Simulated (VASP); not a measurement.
## TiCo: single point with PBEsol

Crystal: TiCo.

```xyz
2
Lattice="2.9380 0.0000 0.0000 0.0000 2.9380 0.0000 0.0000 0.0000 2.9380" Properties=species:S:1:pos:R:3 pbc="T T T"
Co    1.4690    1.4690    1.4690
Ti    0.0000    0.0000    0.0000
```

| Property | Result |
| --- | --- |
| Program | VASP 6.6.1 |
| Task | single point |
| Functional | PBEsol |
| Potentials or basis | VASP PAW PBE potentials, release 64 (Co, Ti_sv) |
| Cutoff | 520 eV |
| k mesh | 9 × 9 × 9 |
| Occupations | fermi-dirac, width 0.05 eV |
| Spin | collinear spin, ferromagnetic start |
| Starting moments | [2.0, 1.0] μB |
| Dipole correction | no |
| Further INCAR settings | ALGO = Fast; EDIFF = 1e-06; NBANDS = 22 |

The pressure is -0.6 GPa and the net moment is 0.57 μB per cell. The site moments are Co +0.62; Ti -0.02 μB. The valence electrons inside the program's atomic spheres are Co 8.38; Ti 10.36.

Levels at points of the mesh, in eV from the Fermi level:
Spin up:
| k point | band 8 | band 9 | band 10 | band 11 | band 12 | band 13 |
| --- | --- | --- | --- | --- | --- | --- |
| (0.00, 0.00, 0.00) | -1.82 | -1.82 | -1.82 | 0.59 | 0.59 | 2.85 |
Spin down:
| k point | band 8 | band 9 | band 10 | band 11 | band 12 | band 13 |
| --- | --- | --- | --- | --- | --- | --- |
| (0.00, 0.00, 0.00) | -1.44 | -1.44 | -1.44 | 0.95 | 0.95 | 2.92 |

Wall time 31 s on 1 thread of AMD EPYC 9R45 96-Core Processor (Zen 5), with other jobs on the host, peak memory 0.14 GiB.

Caveat: the PAW data sets were made with another functional, which shifts forces and pressure a little.
